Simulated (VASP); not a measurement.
# Hf2S5 (P1) in VASP: single point with r2SCAN

Aim: the single point of Hf2S5 with r2SCAN.

All numbers are computed with VASP 6.6.1; they aren't measurements. Logs are shortened: lines on timing, memory, paths and dates and some standing lists are left out, and cuts for length are marked.

### Step 1. The cell of the first run

The typed cell holds 14 atoms: a = 6.066 Å, b = 6.065 Å, c = 9.135 Å, α = 84.42°, β = 84.44°, γ = 72.01°.

### Step 2. Single point, r2SCAN

Contents of POSCAR:

```
Hf2S5
1.0
   -4.9067756304      3.5656610119     -0.0162417208
   -4.9067585078     -3.5656357164     -0.0152839514
   -1.1247163126     -0.0012110161      9.0651426545
Hf S
4 10
Direct
    0.7403507970      0.9897771372      0.6542065749
    0.2396442276      0.4904081401      0.6544658964
    0.2670634022      0.0168822145      0.3325217963
    0.7842426597      0.5340462429      0.3321081180
    0.4236470889      0.6577498485      0.1854213716
    0.9078472608      0.1735407022      0.1854530415
    0.5774058344      0.3271931220      0.8224252503
   -0.0291122826      0.7210959878      0.8299112319
    0.0123313575      0.7622272477      0.4508323583
    0.5019618768      0.7513249733      0.5487887190
    0.0017846397      0.2518168483      0.5487798906
    0.3649841469      0.1148038249      0.8219229008
    0.6604105795      0.9275223541      0.1866680096
    0.1776345598      0.4103238532      0.1866413312
```

Contents of INCAR.step1:

```
PREC = Accurate ; ENCUT = 520
ISMEAR = 0 ; SIGMA = 0.1
LREAL = F ; LASPH = T
NELM = 60 ; ISYM = 0
NBANDS = 63 ; GGA = PE
ALGO = Normal ; EDIFF = 1E-4
LWAVE = T ; LCHARG = F
```

Contents of INCAR.step2:

```
PREC = Accurate ; ENCUT = 520
EDIFF = 1E-6 ; ISMEAR = 0
SIGMA = 0.1 ; LREAL = F
LASPH = T ; NELM = 60
ALGO = Normal ; ISIF = 2
LWAVE = F ; LCHARG = F
METAGGA = R2SCAN ; LMIXTAU = T
ISYM = 0 ; NBANDS = 63
ISTART = 1
```

Contents of KPOINTS:

```
Automatic mesh
0
Gamma
  2 2 2
  0.5 0.5 0.5
```

Potentials or basis: VASP PAW PBE potentials, release 64 (Hf_pv, S).

Command:

```bash
$ cat potpaw_PBE.64/Hf_pv/POTCAR potpaw_PBE.64/S/POTCAR > POTCAR
$ cp INCAR.step1 INCAR
$ mpirun -np 1 vasp_std > vasp.out
$ cp INCAR.step2 INCAR
$ mpirun -np 1 vasp_std > vasp.out
```

OUTCAR:

```text
PREC = Accurate
   ENCUT = 520
   EDIFF = 1E-6
   ISMEAR = 0
   LREAL = F
   LASPH = T
   NELM = 60
   ISIF = 2
   METAGGA = R2SCAN
   ISYM = 0
   ISTART = 1

 ion  position               nearest neighbor table
   1  0.740  0.990  0.654-   8 2.39   9 2.56  12 2.57   7 2.57  11 2.63  10 2.63   2 3.56   2 3.57

   2  0.240  0.490  0.654-   8 2.39   9 2.56  12 2.57   7 2.57  10 2.63  11 2.63   1 3.56   1 3.57

   3  0.267  0.017  0.333-  13 2.55  14 2.55   6 2.55   5 2.55   9 2.60  10 2.65  11 2.65   4 3.57
                             4 3.57
   4  0.784  0.534  0.332-  13 2.55  14 2.55   6 2.55   5 2.55   9 2.60  11 2.65  10 2.65   3 3.57
                             3 3.57
   5  0.424  0.658  0.185-  14 2.42  13 2.49   3 2.55   4 2.55
   6  0.908  0.174  0.185-  13 2.42  14 2.49   3 2.55   4 2.55
   7  0.577  0.327  0.822-  12 2.09   2 2.57   1 2.57
   8  0.971  0.721  0.830-   2 2.39   1 2.39
   9  0.012  0.762  0.451-   1 2.56   2 2.56   3 2.60   4 2.60
  10  0.502  0.751  0.549-   2 2.63   1 2.63   3 2.65   4 2.65
  11  0.002  0.252  0.549-   1 2.63   2 2.63   3 2.65   4 2.65
  12  0.365  0.115  0.822-   7 2.09   2 2.57   1 2.57
  13  0.660  0.928  0.187-   6 2.42   5 2.49   3 2.55   4 2.55
  14  0.178  0.410  0.187-   5 2.42   6 2.49   3 2.55   4 2.55

IMPORTANT INFORMATION: All symmetrisations will be switched off!
NOSYMM: (Re-)initialisation of all symmetry stuff for point group C_1.

----------------------------------------------------------------------------------------

                                     Primitive cell

  volume of cell :     317.3304

  direct lattice vectors                    reciprocal lattice vectors
    -4.906775630  3.565661012 -0.016241721    -0.101859189  0.140225012 -0.012618983
    -4.906758508 -3.565635716 -0.015283951    -0.101859792 -0.140228896 -0.012656523
    -1.124716313 -0.001211016  9.065142655    -0.000354235  0.000014809  0.110268712

  length of vectors
     6.065529600  6.065498390  9.134648302     0.173774530  0.173780747  0.110269282

  position of ions in fractional coordinates (direct lattice)
     0.740350797  0.989777137  0.654206575
     0.239644228  0.490408140  0.654465896
     0.267063402  0.016882215  0.332521796
     0.784242660  0.534046243  0.332108118
     0.423647089  0.657749849  0.185421372
     0.907847261  0.173540702  0.185453041
     0.577405834  0.327193122  0.822425250
     0.970887717  0.721095988  0.829911232
     0.012331358  0.762227248  0.450832358
     0.501961877  0.751324973  0.548788719
     0.001784640  0.251816848  0.548779891
     0.364984147  0.114803825  0.821922901
     0.660410580  0.927522354  0.186668010
     0.177634560  0.410323853  0.186641331

  ion indices of the primitive-cell ions
   primitive index   ion index
                 1           1
                 2           2
                 3           3
                 4           4
                 5           5
                 6           6
                 7           7
                 8           8
                 9           9
                10          10
                11          11
                12          12
                13          13
                14          14

----------------------------------------------------------------------------------------

 KPOINTS: Automatic mesh

Automatic generation of k-mesh.
 Grid dimensions read from file:
 generate k-points for:    2    2    2

 Generating k-lattice:

  Cartesian coordinates                     Fractional coordinates (reciprocal lattice)
    -0.050929595  0.070112506 -0.006309491     0.500000000 -0.000000000  0.000000000
    -0.050929896 -0.070114448 -0.006328262     0.000000000  0.500000000  0.000000000
    -0.000177117  0.000007404  0.055134356     0.000000000  0.000000000  0.500000000

  Length of vectors
     0.086887265  0.086890373  0.055134641

  Shift w.r.t. Gamma in fractional coordinates (k-lattice)
     0.500000000  0.500000000  0.500000000

 Subroutine IBZKPT returns following result:
 ===========================================

 Found      4 irreducible k-points:

 Following reciprocal coordinates:
            Coordinates               Weight
  0.250000  0.250000  0.250000      2.000000
 -0.250000  0.250000  0.250000      2.000000
  0.250000 -0.250000  0.250000      2.000000
 -0.250000 -0.250000  0.250000      2.000000
   k-points           NKPTS =      4   k-points in BZ     NKDIM =      4   number of bands    NBANDS=     63
   number of dos      NEDOS =    301   number of ions     NIONS =     14
   total plane-waves  NPLWV = 161280
   dimension x,y,z NGX =    48 NGY =   48 NGZ =   70
   dimension x,y,z NGXF=    96 NGYF=   96 NGZF=  140
   ions per type =               4  10
   NGX,Y,Z   is equivalent  to a cutoff of  13.16, 13.16, 12.74 a.u.
   NGXF,Y,Z  is equivalent  to a cutoff of  26.31, 26.31, 25.48 a.u.
 SYSTEM =  unknown system
   PREC   = accura    normal or accurate (medium, high low for compatibility)
   ISTART =      1    job   : 0-new  1-cont  2-samecut
   ICHARG =      0    charge: 1-file 2-atom 10-const
   ISPIN  =      1    spin polarized calculation?
   LNONCOLLINEAR =      F non collinear calculations
   LSORBIT =      F    spin-orbit coupling
   LASPH  =      T    aspherical Exc in radial PAW
   ENCUT  =  520.0 eV  38.22 Ry    6.18 a.u.  11.28 11.28 16.98*2*pi/ulx,y,z
   NELM   =     60;   NELMIN=  2; NELMDL=  0     # of ELM steps
   EDIFF  = 0.1E-05   stopping-criterion for ELM
   LREAL  =      F    real-space projection
   EDIFFG = 0.1E-04   stopping-criterion for IOM
   NSW    =      0    number of steps for IOM
   IBRION =     -1    ionic relax: 0-MD 1-quasi-New 2-CG
   NFREE  =      0    steps in history (QN), initial steepest desc. (CG)
   ISIF   =      2    stress and relaxation
   ISYM   =      0    0-nonsym 1-usesym 2-fastsym
   POTIM  = 0.5000    time-step for ionic-motion
   TEBEG  =    0.0;   TEEND  =   0.0 temperature during run
   PSTRESS=    0.0 pullay stress
   NELECT =     100.0000    total number of electrons
   NUPDOWN=      -1.0000    fix difference up-down
   EMIN   =  10.00;   EMAX   =-10.00  energy-range for DOS
   EFERMI =   0.00;   METHOD = LEGACY
   ISMEAR =     0;   SIGMA  =   0.10  broadening in eV -4-tet -1-fermi 0-gaus
   EFERMI_NEDOS =   21; number of points for ismear=-14 and -15
   IALGO  =     38    algorithm
   IMIX   =      4    mixing-type and parameters
     AMIX     =   0.40;   BMIX     =  1.00
     AMIX_MAG =   1.60;   BMIX_MAG =  1.00
  volume/ion in A,a.u.               =      22.67       152.96
  Fermi-wavevector in a.u.,A,eV,Ry     =   1.114049  2.105247 16.886260  1.241105
  Thomas-Fermi vector in A             =   2.250640
   LORBIT       =      0    0 simple, 1 ext, 2 COOP (PROOUT), +10 PAW based schemes
   METAGGA = R2SCAN    functional components
   LHFCALC =     F    Hartree Fock is set to
   AEXX    =    0.0000 exact exchange contribution
   IVDW    =     0    specifies the selected vdW correction
   LEPSILON=     F    determine dielectric tensor
   LRPA    =     F    only Hartree local field effects (RPA)
 non-spin polarized calculation
 Gauss-broadening in eV      SIGMA  =   0.10
  energy-cutoff  :      520.00
  volume of cell :      317.33
 maximum number of plane-waves:      8549
 NGX is ok and might be reduce to    48
   NGX = 23   NGY = 23   NGZ = 33

 number of electron      99.9999998 magnetization

 Free energy of the ion-electron system (eV)
  ---------------------------------------------------
  ext. energy  EPLUGINS =         0.00000000
  ---------------------------------------------------
  free energy    TOTEN  =      -278.97210904 eV

  energy without entropy =     -278.92427748  energy(sigma->0) =     -278.94819326

 E-fermi :   4.2633     XC(G=0):  -9.9643

 val. band max:        4.2310056496   @ k =   0.2500   0.2500   0.2500
 cond. band min:       4.3035240047   @ k =   0.2500  -0.2500   0.2500
 fundamental gap:      0.0725183552
 Fermi energy:         4.2633443630

 k-point     1 :       0.2500    0.2500    0.2500
  band No.  band energies     occupation
      1     -28.9888      2.00000
      2     -28.9093      2.00000
      3     -28.9021      2.00000
      4     -28.8108      2.00000
      5     -28.7949      2.00000
      6     -28.7781      2.00000
[... 54 lines left out ...]
     61       7.2569      0.00000
     62       7.3838      0.00000

 k-point     2 :      -0.2500    0.2500    0.2500
  band No.  band energies     occupation
      1     -28.9502      2.00000
      2     -28.9257      2.00000
      3     -28.8584      2.00000
      4     -28.8458      2.00000
      5     -28.8072      2.00000
      6     -28.7983      2.00000
[... 54 lines left out ...]
     61       7.4157      0.00000
     62       7.6391      0.00000

 k-point     3 :       0.2500   -0.2500    0.2500
  band No.  band energies     occupation
      1     -28.9502      2.00000
      2     -28.9257      2.00000
      3     -28.8584      2.00000
      4     -28.8458      2.00000
      5     -28.8072      2.00000
      6     -28.7983      2.00000
[... 54 lines left out ...]
     61       7.4157      0.00000
     62       7.6394      0.00000

 k-point     4 :      -0.2500   -0.2500    0.2500
  band No.  band energies     occupation
      1     -28.9888      2.00000
      2     -28.9093      2.00000
      3     -28.9021      2.00000
      4     -28.8107      2.00000
      5     -28.7949      2.00000
      6     -28.7781      2.00000
[... 54 lines left out ...]
     61       7.2407      0.00000
     62       7.3720      0.00000
 [bands above 62 left out]

------------------------ aborting loop because EDIFF is reached ----------------------------------------

  FORCE on cell =-STRESS in cart. coord.  units (eV):
  Direction    XX          YY          ZZ          XY          YZ          ZX
  --------------------------------------------------------------------------------------
  -------------------------------------------------------------------------------------
  Total       -1.4179018     -1.6118607     -1.2910367      0.0015407      0.0208731      0.0538270
  in kB       -7.1588799     -8.1381639     -6.5183476      0.0077789      0.1053866      0.2717685
  external PRESSURE =      -7.2717971 kB  Pullay stress =       0.0000000 kB

 VOLUME and BASIS-vectors are now :
 -----------------------------------------------------------------------------
  energy-cutoff  :      520.00
  volume of cell :      317.33
      direct lattice vectors                 reciprocal lattice vectors
    -4.906775630  3.565661012 -0.016241721    -0.101859189  0.140225012 -0.012618983
    -4.906758508 -3.565635716 -0.015283951    -0.101859792 -0.140228896 -0.012656523
    -1.124716313 -0.001211016  9.065142655    -0.000354235  0.000014809  0.110268712

 POSITION                                       TOTAL-FORCE (eV/Angst)
 -----------------------------------------------------------------------------------
     -9.22513     -0.89014      5.90332         0.003508      0.008167      0.030014
     -4.31828     -0.89492      5.92144         0.002025     -0.003982      0.021120
     -1.76725      0.89166      3.00976         0.023661      0.000237     -0.016093
     -6.84207      0.89173      2.98971        -0.035560     -0.000804     -0.038714
     -5.51471     -0.83494      1.66394        -0.065012      0.006121      0.065867
     -5.51471      2.61807      1.66376        -0.065280     -0.007277      0.064250
     -5.36365      0.89119      7.44102         0.153893      0.000681     -0.063121
     -9.23559      0.88969      7.49647         0.001922      0.000139     -0.081115
     -4.30763     -2.67440      4.07501        -0.019905     -0.000608      0.039015
     -6.76682     -0.88979      4.95521         0.010658     -0.006914     -0.036129
     -1.86158     -0.89219      4.97089         0.022252      0.003650     -0.035353
     -3.27864      0.89107      7.44317        -0.146157      0.001671     -0.063522
     -8.00156     -0.95263      1.66727         0.056901      0.001402      0.056207
     -3.09489     -0.82991      1.68277         0.057095     -0.002482      0.057573
 -----------------------------------------------------------------------------------
    total drift:                               -0.000100      0.000016     -0.000784

  FREE ENERGIE OF THE ION-ELECTRON SYSTEM (eV)
  ---------------------------------------------------
  free  energy   TOTEN  =      -278.9721090377 eV

  energy  without entropy=     -278.9242774829  energy(sigma->0) =     -278.94819326
```

Wall time 3.6 min (1 thread of Intel Xeon Platinum 8488C (Sapphire Rapids), shared host); peak memory 0.45 GiB.

What came out:

```
Free energy            : -278.9721 eV
Pressure               : -0.7 GPa
Largest force          : 0.166 eV/Å
Band gap on the k mesh : 0.07 eV (least direct gap 0.72 eV)
```

Forces on the atoms (eV/Å):
```
Hf   0.004  0.008  0.030
Hf   0.002 -0.004  0.021
Hf   0.024  0.000 -0.016
Hf  -0.036 -0.001 -0.039
S   -0.065  0.006  0.066
S   -0.065 -0.007  0.064
S    0.154  0.001 -0.063
S    0.002  0.000 -0.081
S   -0.020 -0.001  0.039
S    0.011 -0.007 -0.036
S    0.022  0.004 -0.035
S   -0.146  0.002 -0.064
S    0.057  0.001  0.056
S    0.057 -0.002  0.058
```

Caveat: the PAW data sets were made with another functional, which shifts forces and pressure a little; spin-orbit coupling is left out, which moves the levels of the heavy elements; a shifted mesh leaves out Γ, where band edges can lie. A k mesh can miss the band edges.
